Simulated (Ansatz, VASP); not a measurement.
# GaN in VASP and in Ansatz

File INCAR:

```
ALGO = Normal
EDIFF = 1E-6
ENCUT = 520
GGA = PE
ISIF = 2
ISMEAR = 0
LASPH = T
LCHARG = F
LREAL = F
LWAVE = F
NBANDS = 16
NELM = 80
PREC = Accurate
SIGMA = 0.05
```

KPOINTS

```
k-points
0
Gamma
  10 10 10
```

Contents of POSCAR:

```
GaN
1.0
    0.0000000000      2.1971630923      2.3661756379
    2.1971630923      0.0000000000      2.3661756379
    2.1971630923      2.1971630923      0.0000000000
Ga N
1 1
Direct
    0.0000000000      0.0000000000      0.0000000000
    0.7500000000      0.7500000000      0.7500000000
```

Input for Ansatz:

```yaml
crystal:
  lattice:
    - [0.0, 2.1971630923, 2.3661756379]
    - [2.1971630923, 0.0, 2.3661756379]
    - [2.1971630923, 2.1971630923, 0.0]
  atoms:
    - { symbol: Ga, position: [0.0, 0.0, 0.0] }
    - { symbol: "N", position: [0.75, 0.75, 0.75] }
basis:
  ecutwfc: 420
kpoints:
  mp_grid: { grid: [10, 10, 10] }
hamiltonian:
  xc: pbe
scf:
  occupations: { method: gaussian, width: 0.05 }
output:
  forces: true
  stress: true
  eigenvalues: true
```

Change from the starting cell: strain -0.025 along x and y, +0.050 along z, atoms carried along.

Alike in both runs: task single point; functional PBE; k mesh 10 × 10 × 10; occupations gaussian, width 0.05 eV; no spin polarisation.

```csv
,VASP,Ansatz
version,VASP 6.6.1,Ansatz 0.2.0
potentials or method,"VASP PAW PBE potentials, release 64 (Ga_d, N), cutoff 520 eV","scalar-relativistic, plane waves, PAW"
valence electrons in the cell,18,18
```

```csv
,VASP,Ansatz,Ansatz less VASP
gap on the k mesh at the Fermi level (eV),1.58,1.58,-0.007
least direct gap on the mesh (eV),1.58,1.58,-0.007
pressure (GPa),5.1,5.0,-0.07
"traceless stress, the component that is largest in VASP (GPa)",-7.10,-7.08,+0.019
```
